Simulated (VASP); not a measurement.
A run of VASP 6.6.1:

Contents of INCAR:

```
SYSTEM = Ti3N3O
PREC = Accurate
ENCUT = 520
EDIFF = 1E-7
ISMEAR = 0
SIGMA = 0.1
LREAL = .FALSE.
LASPH = .TRUE.
NELM = 60
ALGO = Normal
ISIF = 2
LWAVE = .FALSE.
LCHARG = .FALSE.
LDIPOL = .TRUE.
IDIPOL = 3
DIPOL = 0.5 0.5 0.332
GGA = PE
NBANDS = 38
```

KPOINTS

```
Automatic mesh
0
G
  9 9 1
  0 0 0
```

File POSCAR:

```
Ti3N3O
1.0
    3.0028555065      0.0000000000      0.0000000000
    0.0000000000      3.0028555065      0.0000000000
    0.0000000000      0.0000000000     19.7584945265
Ti N O
3 3 1
Direct
    0.5000000000      0.5000000000      0.2024445736
    0.0000000000      0.0000000000      0.3072496201
    0.5000000000      0.4823839648      0.4129582466
    0.0000000000      0.0000000000      0.2024445736
    0.5000000000      0.5000000000      0.3055678856
    0.0000000000     -0.0250327096      0.4157668951
    0.0000000000      0.2500000000      0.4772990760
```

Potentials or basis: VASP PAW PBE potentials, release 64 (Ti_sv, N, O).

Launch:

```sh
$ cat potpaw_PBE.64/Ti_sv/POTCAR potpaw_PBE.64/N/POTCAR potpaw_PBE.64/O/POTCAR > POTCAR
$ mpirun -np 1 vasp_std > vasp.out
```

Hardware: 1 thread of Intel Xeon 6975P-C, with other jobs on the host.

Problem. Estimate the wall time of this run.

Solution. Run time: 6.6 min on 1 thread of Intel Xeon 6975P-C, with other jobs on the host, peak memory 0.36 GiB. Counts: scf iterations 31, k points 25.
